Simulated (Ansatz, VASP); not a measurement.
# Two plane-wave programs on AlB2As3

```xyz
12
Lattice="3.5786 0.0000 0.0000 -1.7893 3.0991 0.0000 0.0000 0.0000 18.2545" Properties=species:S:1:pos:R:3 pbc="T T T"
Al    0.0000    2.0661   18.1600
Al    0.0000    2.0661    6.2479
B     0.0000    2.0661   12.2021
B     1.7893    1.0330    3.0635
B     1.7893    1.0330    9.4145
B     1.7893    1.0330   14.9792
As    0.0000    2.0661    2.3941
As    0.0000    2.0661    8.7362
As    0.0000    2.0661   14.3101
As    1.7893    1.0330    5.1541
As    1.7893    1.0330   11.5245
As    1.7893    1.0330   17.0681
```

Alike in both runs: functional PBE; k mesh 12 × 12 × 2; occupations gaussian, width 0.01 eV; no spin polarisation.

Ansatz relaxed the structure, and its values are those at the end. VASP's run is a single point on that final structure, the one shown.

|  | VASP | Ansatz |
| --- | --- | --- |
| version | VASP 6.6.1 | Ansatz 0.2.0 |
| potentials or method | VASP PAW PBE potentials, release 64 (Al, B, As), cutoff 520 eV | scalar-relativistic, plane waves, PAW |
| valence electrons in the cell | 48 | 108 |

```tsv
	VASP	Ansatz	Ansatz less VASP
gap on the k mesh at the Fermi level (eV)	0.04	0.05	+0.013
least direct gap on the mesh (eV)	0.19	0.20	+0.009
pressure (GPa)	0.3	0.0	-0.35
rms of the force components (eV/Å)	0.011	0.002	-0.0092
```

With one functional, cell and mesh, what is left measures potentials, basis and numerics. VASP's potentials hold 48 valence electrons a cell and Ansatz's 108, so a difference there can come from the potentials and not from the codes.
